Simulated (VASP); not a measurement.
Set up this calculation in VASP 6.6.1, as the native input.

- Task: single point
- Functional: PBE
- Potentials or basis: VASP PAW PBE potentials, release 64 (Ba_sv, B)
- Cutoff: 520 eV
- k mesh: 6 × 6 × 6
- Occupations: gaussian, width 0.1 eV
- Spin: no spin polarisation
- Dipole correction: no
- Further INCAR settings: ALGO = Normal; EDIFF = 1e-06; NBANDS = 32

The structure of Ba2B lies in POSCAR:

```
Ba2B
1.0
    4.1057042624      2.3704294611      3.4768484574
   -4.1057042624      2.3704294611      3.4768484574
    0.0000000000     -4.7408589222      3.4768484574
Ba B
4 2
Direct
    0.0000000000      0.0000000000      0.0000000000
    0.7491569434      0.2508430566      0.5000000000
    0.2508430566      0.5000000000      0.7491569434
    0.5000000000      0.7491569434      0.2508430566
    0.2816994047      0.2816994047      0.2816994047
    0.7183005953      0.7183005953      0.7183005953
```

The input as run:

INCAR

```
  PREC = Accurate
  ENCUT = 520
  EDIFF = 1E-6
  ISMEAR = 0
  SIGMA = 0.1
  LREAL = False
  LASPH = True
  NELM = 100
  ALGO = Normal
  ISIF = 2
  LWAVE = False
  LCHARG = True
  GGA = PE
  LELF = True
  LVHAR = True
  NBANDS = 32
```

KPOINTS

```
Automatic mesh
0
Gamma
  6 6 6
```

Potentials or basis: VASP PAW PBE potentials, release 64 (Ba_sv, B).

Command:

```sh
$ cat potpaw_PBE.64/Ba_sv/POTCAR potpaw_PBE.64/B/POTCAR > POTCAR
$ mpirun -np 1 vasp_std > vasp.out
```

Results of the run:

| Quantity | Value |
| --- | --- |
| Pressure | 0.7 GPa |
| Largest force | 0.048 eV/Å |
| Band gap on the k mesh | zero (bands 23 and 24 overlap by 0.41 eV) |

Caveat: spin-orbit coupling is left out, which moves the levels of the heavy elements.

It took 2.1 min on 1 thread of AMD EPYC 9R45 96-Core Processor (Zen 5), on a shared host, peak memory 0.39 GiB.
